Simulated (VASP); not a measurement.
## NiO: single point with PBE

The system is NiO.

```
Ni O
1.0
     0.00000    2.08590    2.08590
     2.08590    0.00000    2.08590
     2.08590    2.08590    0.00000
Ni O
1 1
Direct
  0.00000 0.00000 0.00000
  0.50000 0.50000 0.50000
```

```yaml
Program: VASP 6.6.1
Task: single point
Functional: PBE
Potentials_or_basis: VASP PAW PBE potentials, release 64 (Ni, O)
Cutoff: 520 eV
k_mesh: 14 × 14 × 14
Occupations: fermi-dirac, width 0.15 eV
Spin: collinear spin, ferromagnetic start
Starting_moments: "[1.59, 0.33] μB"
Fixed_moment: 1.8 μB
Dipole_correction: no
Further_INCAR_settings: ALGO = Normal; EDIFF = 1e-06; NBANDS = 19
```

- Pressure: 6.7 GPa
- Net moment: 1.80 μB per cell
- Site moments: Ni +1.47; O +0.28 μB
- Valence electrons inside the program's atomic spheres: Ni 8.99; O 4.99

Wall time 31 s on 1 thread of Intel(R) Xeon(R) 6975P-C (Granite Rapids) (shared host), peak memory 0.19 GiB.

Caveat: the cell stands under pressure; the total moment is fixed, so each spin has its own Fermi level; a cell with one magnetic atom can't hold antiferromagnetic order, which such compounds often take.
